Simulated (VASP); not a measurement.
# As (R-3m) in VASP: further runs, part 2 of 2

VASP 6.6.1. Earlier steps stand in the parts before.

## (3) Single point, r2SCAN+rVV10, collinear spin

File POSCAR:

```
As
1.0
    1.8807968987      1.0858785957      3.5140619945
   -1.8807968987      1.0858785957      3.5140619945
    0.0000000000     -2.1717571915      3.5140619945
As
2
Direct
    0.2260000000      0.2260000000      0.2260000000
    0.7740000000      0.7740000000      0.7740000000
```

File INCAR.step1:

```
SYSTEM = As
PREC     = Accurate       ! precision mode
ENCUT    = 520            ! plane-wave cutoff, eV
ISMEAR   = 1              ! smearing method
SIGMA    = 0.15           ! smearing width, eV
LREAL    = .False.        ! projectors in reciprocal space
LASPH    = .True.         ! aspherical terms in the spheres
NELM     = 150            ! most SCF steps
ISPIN    = 2              ! spin polarisation
MAGMOM   = 0.5 -0.25      ! initial moments
NBANDS   = 16             ! bands
GGA      = PE             ! functional
ALGO     = Normal         ! electronic algorithm
EDIFF    = 1E-4           ! SCF threshold, eV
LWAVE    = .True.         ! write WAVECAR
LCHARG   = .False.        ! write CHGCAR
```

File INCAR.step2:

```
SYSTEM = As
PREC     = Accurate       ! precision mode
ENCUT    = 520            ! plane-wave cutoff, eV
EDIFF    = 1E-7           ! SCF threshold, eV
ISMEAR   = 1              ! smearing method
SIGMA    = 0.15           ! smearing width, eV
LREAL    = .False.        ! projectors in reciprocal space
LASPH    = .True.         ! aspherical terms in the spheres
NELM     = 150            ! most SCF steps
ALGO     = Normal         ! electronic algorithm
ISIF     = 2              ! what is computed and relaxed
LWAVE    = .False.        ! write WAVECAR
LCHARG   = .False.        ! write CHGCAR
ISPIN    = 2              ! spin polarisation
MAGMOM   = 0.5 -0.25      ! initial moments
LORBIT   = 11             ! projections on sites
METAGGA  = R2SCAN         ! meta-GGA
LMIXTAU  = .True.       
LUSE_VDW = .True.       
IVDW_NL  = 2            
BPARAM   = 11.95        
CPARAM   = 0.0093       
NBANDS   = 16             ! bands
ISTART   = 1
```

File KPOINTS:

```
Automatic mesh
0
Gamma
  9 9 9
  0 0 0
```

Potentials or basis: VASP PAW PBE potentials, release 64 (As).

Started as:

```bash
$ cat potpaw_PBE.64/As/POTCAR > POTCAR
$ cp INCAR.step1 INCAR
$ mpirun -np 1 vasp_std > vasp.out
$ cp INCAR.step2 INCAR
$ mpirun -np 1 vasp_std > vasp.out
```

Run time: 9.1 min. Hardware: 1 thread of AMD EPYC 7R43 (Zen 3), shared host; peak memory 0.37 GiB.

It converged, with:

| Item | Value |
| --- | --- |
| Free energy | -29.1954 eV |
| Pressure | 1.3 GPa |
| Largest force | 0.230 eV/Å |
| Band gap on the k mesh | zero (filled and empty bands overlap) |
| Net moment | 0.00 μB per cell |
| Valence electrons inside the program's atomic spheres | As 2.74 |

Forces on the atoms (eV/Å):
```
As   0.000  0.000  0.230
As   0.000  0.000 -0.230
```

Stress tensor (GPa, compression positive):
```
1.18 0.00 0.00
0.00 1.18 0.00
0.00 0.00 1.51
```

Levels at points of the mesh, in eV from the Fermi level:
Spin up:
| k point | band 3 | band 4 | band 5 | band 6 | band 7 | band 8 |
| --- | --- | --- | --- | --- | --- | --- |
| (0.00, 0.00, 0.00) | -2.76 | -2.35 | -2.35 | 1.60 | 2.91 | 2.91 |
Spin down:
```tsv
k point	band 3	band 4	band 5	band 6	band 7	band 8
(0.00, 0.00, 0.00)	-2.76	-2.35	-2.35	1.60	2.91	2.91
```

Caveat: the PAW data sets were made with another functional, which shifts forces and pressure a little.

## (4) Single point, HSE06

POSCAR is that of step 3.

File INCAR.step1:

```
ALGO = Normal
EDIFF = 1E-5
ENCUT = 520
GGA = PE
ISIF = 2
ISMEAR = -1
LASPH = T
LCHARG = F
LREAL = F
LWAVE = T
NBANDS = 12
NELM = 80
PREC = Accurate
SIGMA = 0.05
```

File INCAR.step2:

```
ALGO = Normal
EDIFF = 1E-7
ENCUT = 520
GGA = PE
HFSCREEN = 0.2079
ISIF = 2
ISMEAR = -1
ISTART = 1
LASPH = T
LCHARG = F
LHFCALC = T
LREAL = F
LWAVE = F
NBANDS = 12
NELM = 80
PREC = Accurate
PRECFOCK = Normal
SIGMA = 0.05
```

File KPOINTS:

```
k-points
0
Gamma
  6 6 6
```

Potentials or basis: VASP PAW PBE potentials, release 64 (As).

Started as:

```bash
$ cat potpaw_PBE.64/As/POTCAR > POTCAR
$ cp INCAR.step1 INCAR
$ mpirun -np 1 vasp_std > vasp.out
$ cp INCAR.step2 INCAR
$ mpirun -np 1 vasp_std > vasp.out
```

OUTCAR:

```text
EDIFF = 1E-7
   ENCUT = 520
   GGA = PE
   HFSCREEN = 0.2079
   ISIF = 2
   ISMEAR = -1
   ISTART = 1
   LASPH = T
   LHFCALC = T
   LREAL = F
   NELM = 80
   PREC = Accurate
   PRECFOCK = Normal

 ion  position               nearest neighbor table
   1  0.226  0.226  0.226-   2 2.51   2 2.51   2 2.51
   2  0.774  0.774  0.774-   1 2.51   1 2.51   1 2.51

  LATTYP: Found a trigonal (rhomboedric) cell.
 ALAT       =     4.1310000000
 COS(alpha) =     0.5854247172

  Lattice vectors:

 A1 = (   1.8807968987,   1.0858785957,   3.5140619945)
 A2 = (  -1.8807968987,   1.0858785957,   3.5140619945)
 A3 = (   0.0000000000,  -2.1717571915,   3.5140619945)

Analysis of symmetry for initial positions (statically):
=====================================================================
 Subroutine PRICEL returns:
 Original cell was already a primitive cell.

 Routine SETGRP: Setting up the symmetry group for a
 trigonal (rhombohedral) supercell.

 Subroutine GETGRP returns: Found 12 space group operations
 (whereof 12 operations were pure point group operations)
[... 182 lines left out ...]
      3       2.4356      2.00000
      4       2.9223      2.00000
      5       2.9223      2.00000
      6       7.2964      0.00000
      7       8.7426      0.00000
      8       8.7426      0.00000
      9      12.7933      0.00000
     10      12.7933      0.00000
     11      13.3695      0.00000
     12      14.7487      0.00000
[... 331 lines left out ...]
 k-point    24 :      -0.3333    0.5000    0.1667
  band No.  band energies     occupation
      1      -8.1458      2.00000
      2      -6.0483      2.00000
      3      -1.5192      2.00000
      4      -0.4321      2.00000
      5       2.8112      2.00000
      6       8.0341      0.00000
      7       9.6314      0.00000
      8      12.6096      0.00000
      9      12.8154      0.00000
     10      14.6550      0.00000
     11      17.8910      0.00000
     12      18.9955      0.00000

 [... further k-points ...]

------------------------ aborting loop because EDIFF is reached ----------------------------------------

  FORCE on cell =-STRESS in cart. coord.  units (eV):
  Direction    XX          YY          ZZ          XY          YZ          ZX
  --------------------------------------------------------------------------------------
  -------------------------------------------------------------------------------------
  Total        0.1231487      0.1231487      0.1619155      0.0000000     -0.0000000     -0.0000000
  in kB        4.5820159      4.5820159      6.0244189      0.0000000     -0.0000000     -0.0000000
  external PRESSURE =       5.0628169 kB  Pullay stress =       0.0000000 kB

 VOLUME and BASIS-vectors are now :
 -----------------------------------------------------------------------------
  energy-cutoff  :      520.00
  volume of cell :       43.06
      direct lattice vectors                 reciprocal lattice vectors
     1.880796899  1.085878596  3.514061995     0.265844760  0.153485544  0.094856987
    -1.880796899  1.085878596  3.514061995    -0.265844760  0.153485544  0.094856987
     0.000000000 -2.171757191  3.514061995     0.000000000 -0.306971087  0.094856987

 POSITION                                       TOTAL-FORCE (eV/Angst)
 -----------------------------------------------------------------------------------
      0.00000     -0.00000      2.38253         0.000000     -0.000000      0.045046
      0.00000     -0.00000      8.15965         0.000000      0.000000     -0.045046
 -----------------------------------------------------------------------------------
    total drift:                                0.000000     -0.000000     -0.000000

  FREE ENERGIE OF THE ION-ELECTRON SYSTEM (eV)
  ---------------------------------------------------
  free  energy   TOTEN  =       -11.2180161125 eV

  energy  without entropy=      -11.2158688050  energy(sigma->0) =      -11.21694246
```

It took 23 min on 1 thread of Intel Xeon 6975P-C (Granite Rapids), shared host; peak memory 0.29 GiB.

What came out:

```
Free energy            : -11.2180 eV
Pressure               : 0.5 GPa
Largest force          : 0.045 eV/Å
Band gap on the k mesh : zero (bands 5 and 6 overlap by 0.16 eV)
```

Forces in eV/Å, atoms in the order of the input:
```
As   0.000  0.000  0.045
As   0.000  0.000 -0.045
```

Caveat: the PAW data sets were made with another functional, which shifts forces and pressure a little.

## (5) Summary

```csv
level,spin,k mesh,cutoff (eV),smearing,grid for exact exchange (PRECFOCK),share of exact exchange,screening parameter,gap on the mesh (eV),pressure (GPa),largest force (eV/Å)
RPBE,off,9 × 9 × 9,500,fermi-dirac 0.1 eV,-,-,-,none,5.7,0.52
r2SCAN+rVV10,collinear,9 × 9 × 9,520,methfessel-paxton 0.15 eV,-,-,-,none,1.3,0.23
HSE06,off,6 × 6 × 6,520,fermi-dirac 0.05 eV,Normal,0.25,0.2079 1/Å,none,0.5,0.05
```

Alike in all rows: task single point; potentials or basis VASP PAW PBE potentials, release 64 (As); cell a = 4.131 Å, angles 54.2°, 2 atoms.

The pressure there spans 0.5 GPa (HSE06) to 5.7 GPa (RPBE); a positive pressure means that this level wants a larger cell, a negative one a smaller.

Caveats: the PAW data sets were made with another functional, which shifts forces and pressure a little; the cell stands under pressure (at least some runs).

Absolute energies hang on the potentials; compare differences alone.
